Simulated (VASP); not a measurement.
# Te (R-3m) in VASP: notebook, part 2 of 2

VASP 6.6.1.

## 3. Relaxation of cell and atoms, PBEsol

This run uses another cell than the first one, of 31.15 Å³/atom, 1.042 times its volume.

INCAR reads:

```
PREC = Accurate
ENCUT = 600
EDIFF = 1E-6
ISMEAR = -1
SIGMA = 0.05
LREAL = False
LASPH = True
NELM = 80
ALGO = Normal
ISIF = 3
LWAVE = False
LCHARG = False
GGA = PS
IBRION = 2
NSW = 60
EDIFFG = -0.01
```

KPOINTS reads:

```
Automatic mesh
0
Gamma
  9 9 9
```

POSCAR reads:

```
Te
1.0
    2.3059043427      1.3313144930      1.6909537039
   -2.3059043427      1.3313144930      1.6909537039
    0.0000000000     -2.6626289860      1.6909537039
Te
1
Direct
    0.5000000000      0.5000000000      0.5000000000
```

Potentials or basis: VASP PAW PBE potentials, release 64 (Te).

Run with:

```console
$ cat potpaw_PBE.64/Te/POTCAR > POTCAR
$ mpirun -np 1 vasp_std > vasp.out
```

OUTCAR:

```text
PREC = Accurate
   ENCUT = 600
   EDIFF = 1E-6
   ISMEAR = -1
   LREAL = False
   LASPH = True
   NELM = 80
   ISIF = 3
   GGA = PS
   IBRION = 2
   NSW = 60
   EDIFFG = -0.01

 ion  position               nearest neighbor table
   1  0.500  0.500  0.500-

  LATTYP: Found a trigonal (rhomboedric) cell.
 ALAT       =     3.1541904739
 COS(alpha) =    -0.0688991668

  Lattice vectors:

 A1 = (   2.3059043427,   1.3313144930,   1.6909537039)
 A2 = (  -2.3059043427,   1.3313144930,   1.6909537039)
 A3 = (   0.0000000000,  -2.6626289860,   1.6909537039)

Analysis of symmetry for initial positions (statically):
=====================================================================
 Subroutine PRICEL returns:
 Original cell was already a primitive cell.

 Routine SETGRP: Setting up the symmetry group for a
 trigonal (rhombohedral) supercell.

 Subroutine GETGRP returns: Found 12 space group operations
 (whereof 12 operations were pure point group operations)
 out of a pool of 12 trial point group operations.

The static configuration has the point symmetry D_3d.

Analysis of symmetry for dynamics (positions and initial velocities):
=====================================================================
 Subroutine PRICEL returns:
 Original cell was already a primitive cell.

 Routine SETGRP: Setting up the symmetry group for a
 trigonal (rhombohedral) supercell.

 Subroutine GETGRP returns: Found 12 space group operations
 (whereof 12 operations were pure point group operations)
 out of a pool of 12 trial point group operations.

The dynamic configuration has the point symmetry D_3d.

 Subroutine INISYM returns: Found 12 space group operations
 (whereof 12 operations are pure point group operations),
 and found     1 'primitive' translations

----------------------------------------------------------------------------------------

                                     Primitive cell

  volume of cell :      31.1462

  direct lattice vectors                    reciprocal lattice vectors
     2.305904343  1.331314493  1.690953704     0.216834667  0.125189553  0.197127415
    -2.305904343  1.331314493  1.690953704    -0.216834667  0.125189553  0.197127415
     0.000000000 -2.662628986  1.690953704     0.000000000 -0.250379107  0.197127415

  length of vectors
     3.154190474  3.154190474  3.154190474     0.318667405  0.318667405  0.318667405

  position of ions in fractional coordinates (direct lattice)
     0.500000000  0.500000000  0.500000000

  ion indices of the primitive-cell ions
   primitive index   ion index
                 1           1

----------------------------------------------------------------------------------------

 KPOINTS: Automatic mesh

[... 52 lines left out ...]
   dimension x,y,z NGX =    28 NGY =   28 NGZ =   28
   dimension x,y,z NGXF=    56 NGYF=   56 NGZF=   56
   ions per type =               1
   NGX,Y,Z   is equivalent  to a cutoff of  14.76, 14.76, 14.76 a.u.
   NGXF,Y,Z  is equivalent  to a cutoff of  29.52, 29.52, 29.52 a.u.
 SYSTEM =  unknown system
   PREC   = accura    normal or accurate (medium, high low for compatibility)
   ISTART =      0    job   : 0-new  1-cont  2-samecut
   ICHARG =      2    charge: 1-file 2-atom 10-const
   ISPIN  =      1    spin polarized calculation?
   LNONCOLLINEAR =      F non collinear calculations
   LSORBIT =      F    spin-orbit coupling
   LASPH  =      T    aspherical Exc in radial PAW
   ENCUT  =  600.0 eV  44.10 Ry    6.64 a.u.   6.30  6.30  6.30*2*pi/ulx,y,z
   NELM   =     80;   NELMIN=  2; NELMDL= -5     # of ELM steps
   EDIFF  = 0.1E-05   stopping-criterion for ELM
   LREAL  =      F    real-space projection
   EDIFFG = -.1E-01   stopping-criterion for IOM
   NSW    =     60    number of steps for IOM
   IBRION =      2    ionic relax: 0-MD 1-quasi-New 2-CG
   NFREE  =      1    steps in history (QN), initial steepest desc. (CG)
   ISIF   =      3    stress and relaxation
   ISYM   =      2    0-nonsym 1-usesym 2-fastsym
   POTIM  = 0.5000    time-step for ionic-motion
   TEBEG  =    0.0;   TEEND  =   0.0 temperature during run
   PSTRESS=    0.0 pullay stress
   NELECT =       6.0000    total number of electrons
   NUPDOWN=      -1.0000    fix difference up-down
   EMIN   =  10.00;   EMAX   =-10.00  energy-range for DOS
   EFERMI =   0.00;   METHOD = LEGACY
   ISMEAR =    -1;   SIGMA  =   0.05  broadening in eV -4-tet -1-fermi 0-gaus
   EFERMI_NEDOS =   21; number of points for ismear=-14 and -15
   IALGO  =     38    algorithm
   IMIX   =      4    mixing-type and parameters
     AMIX     =   0.40;   BMIX     =  1.00
     AMIX_MAG =   1.60;   BMIX_MAG =  1.00
  volume/ion in A,a.u.               =      31.15       210.18
  Fermi-wavevector in a.u.,A,eV,Ry     =   0.945490  1.786717 12.162947  0.893951
  Thomas-Fermi vector in A             =   2.073397
   LORBIT       =      0    0 simple, 1 ext, 2 COOP (PROOUT), +10 PAW based schemes
   GGA     = PS    functional components
   LHFCALC =     F    Hartree Fock is set to
   AEXX    =    0.0000 exact exchange contribution
   IVDW    =     0    specifies the selected vdW correction
   LEPSILON=     F    determine dielectric tensor
   LRPA    =     F    only Hartree local field effects (RPA)
 conjugate gradient relaxation of ions
 non-spin polarized calculation
  energy-cutoff  :      600.00
  volume of cell :       31.15
 maximum number of plane-waves:      1069
 NGX is ok and might be reduce to    28
   NGX = 13   NGY = 13   NGZ = 13

--------------------------------------- Ionic step        1  -------------------------------------------

 number of electron       5.9999999 magnetization

 Free energy of the ion-electron system (eV)
  ---------------------------------------------------
  ext. energy  EPLUGINS =         0.00000000
  ---------------------------------------------------
  free energy    TOTEN  =        -3.50515440 eV

  energy without entropy =       -3.49975940  energy(sigma->0) =       -3.50245690

------------------------ aborting loop because EDIFF is reached ----------------------------------------

  FORCE on cell =-STRESS in cart. coord.  units (eV):
  Direction    XX          YY          ZZ          XY          YZ          ZX
  --------------------------------------------------------------------------------------
  -------------------------------------------------------------------------------------
  Total       -0.0174913     -0.0174913      0.0101032     -0.0000000     -0.0000000      0.0000000
  in kB       -0.8997624     -0.8997624      0.5197145     -0.0000000     -0.0000000      0.0000000
  external PRESSURE =      -0.4266034 kB  Pullay stress =       0.0000000 kB
[... 86 lines left out ...]
  FREE ENERGIE OF THE ION-ELECTRON SYSTEM (eV)
  ---------------------------------------------------
  free  energy   TOTEN  =        -3.5051811686 eV

  energy  without entropy=       -3.4997533564  energy(sigma->0) =       -3.50246726

[... ionic steps 4 to 7 ...]

--------------------------------------- Ionic step        8  -------------------------------------------

 number of electron       5.9999999 magnetization

------------------------ aborting loop because EDIFF is reached ----------------------------------------
[... 65 lines left out ...]
--------------------------------------- Ionic step       10  -------------------------------------------

 number of electron       5.9999999 magnetization

 Free energy of the ion-electron system (eV)
  ---------------------------------------------------
  ext. energy  EPLUGINS =         0.00000000
  ---------------------------------------------------
  free energy    TOTEN  =        -3.50612324 eV

  energy without entropy =       -3.50125720  energy(sigma->0) =       -3.50369022

 E-fermi :   6.9016     XC(G=0):  -9.6184

 val. band max:        6.8931766683   @ k =  -0.1111   0.1111   0.0000
 cond. band min:       6.9104914068   @ k =  -0.3333   0.4444   0.2222
 fundamental gap:      0.0173147385
 Fermi energy:         6.9015670158

 k-point     1 :       0.0000    0.0000    0.0000
  band No.  band energies     occupation
      1      -7.0767      2.00000
      2       7.9654      0.00000
      3       8.2082      0.00000
      4       8.2082      0.00000
      5      12.8906      0.00000
      6      12.8906      0.00000
      7      13.3860      0.00000
[... 221 lines left out ...]
 k-point    24 :       0.4444    0.4444    0.0000
  band No.  band energies     occupation
      1      -3.4949      2.00000
      2       2.1606      2.00000
      3       2.5195      2.00000
      4       9.1107      0.00000
      5      10.8574      0.00000
      6      17.4138      0.00000
      7      19.2090      0.00000

 [... further k-points ...]
[... 5 lines left out ...]
  --------------------------------------------------------------------------------------
  -------------------------------------------------------------------------------------
  Total        0.0038054      0.0038054      0.0034264      0.0000000     -0.0000000     -0.0000000
  in kB        0.1947666      0.1947666      0.1753679      0.0000000     -0.0000000     -0.0000000
  external PRESSURE =       0.1883004 kB  Pullay stress =       0.0000000 kB
[... 16 lines left out ...]
  FREE ENERGIE OF THE ION-ELECTRON SYSTEM (eV)
  ---------------------------------------------------
  free  energy   TOTEN  =        -3.5061232400 eV

  energy  without entropy=       -3.5012572017  energy(sigma->0) =       -3.50369022

 reached required accuracy - stopping structural energy minimisation
```

OSZICAR:

```text
N       E                     dE             d eps       ncg     rms          rms(c)
DAV:   1     0.198730528674E+02    0.19873E+02   -0.27478E+03  1190   0.761E+02
DAV:   2    -0.292687316269E+01   -0.22800E+02   -0.21988E+02  1610   0.843E+01
[... 61 lines left out ...]
DAV:   1    -0.350770201443E+01   -0.22006E-02   -0.43073E-01  1407   0.340E+00    0.304E-01
DAV:   2    -0.350674567699E+01    0.95634E-03   -0.48391E-03  1316   0.575E-01    0.181E-01
DAV:   3    -0.350611292075E+01    0.63276E-03   -0.16213E-03  1498   0.229E-01    0.426E-02
DAV:   4    -0.350612109305E+01   -0.81723E-05   -0.44757E-05  1414   0.502E-02    0.491E-02
DAV:   5    -0.350612225833E+01   -0.11653E-05   -0.53116E-07  1379   0.675E-03    0.331E-02
DAV:   6    -0.350612324003E+01   -0.98170E-06   -0.24327E-06  1330   0.112E-02
  10 F= -.35061232E+01 E0= -.35036902E+01  d E =-.942071E-03
```

CONTCAR:

```text
Te
   1.00000000000000
     2.2703064158991184    1.3107620203781494    1.7532367298432268
    -2.2703064158991193    1.3107620203781494    1.7532367298432268
     0.0000000000000008   -2.6215240407563014    1.7532367298432265
  Te
     1
Direct
     0.5000000000000000    0.5000000000000000    0.5000000000000000

  0.00000000E+00  0.00000000E+00  0.00000000E+00
```

Wall time 63 s (1 thread of Intel Xeon Platinum 8488C (Sapphire Rapids), shared host); peak memory 0.18 GiB.

What came out:

```
Free energy                            : -3.5061 eV
Relaxed volume                         : 31.30 Å³/atom
Relaxed cell                           : a = 3.154 Å, b = 3.154 Å, c = 3.154 Å, α = 92.09°, β = 92.09°, γ = 92.09°
Space group after relaxing (to 0.05 Å) : R-3m (No. 166)
Energy gained by relaxing              : 1.0 meV/atom
Ionic steps                            : 10
Pressure after relaxing                : 0.0 GPa
Band gap on the k mesh                 : zero (band 3 reaches 9.43 eV, above the bottom of band 4 at 4.14 eV)
```

The path:
```
step  energy change (eV)  largest force (eV/Å)  pressure (GPa)  volume (Å³)
   1              0.0000                0.0000           -0.04        31.15
   2              0.0000                0.0000            0.04        31.11
   3              0.0000                0.0000            0.08        31.09
   4              0.0000                0.0000            0.08        31.09
   5             -0.0001                0.0000            0.08        31.11
   6             -0.0002                0.0000            0.09        31.13
   7             -0.0004                0.0000            0.08        31.18
   8             -0.0009                0.0000            0.04        31.26
   9             -0.0003                0.0000           -0.08        31.41
  10             -0.0010                0.0000            0.02        31.30
```

Final structure:
```cif
data_structure
_symmetry_space_group_name_H-M 'P 1'
_symmetry_Int_Tables_number 1
_cell_length_a 3.1538
_cell_length_b 3.1538
_cell_length_c 3.1538
_cell_angle_alpha 92.088
_cell_angle_beta 92.088
_cell_angle_gamma 92.088
_cell_volume 31.30
loop_
_atom_site_label
_atom_site_type_symbol
_atom_site_fract_x
_atom_site_fract_y
_atom_site_fract_z
_atom_site_occupancy
Te1 Te 0.50000 0.50000 0.50000 1
```

Caveat: the PAW data sets were made with another functional, which shifts forces and pressure a little; spin-orbit coupling is left out, which moves the levels of the heavy elements.
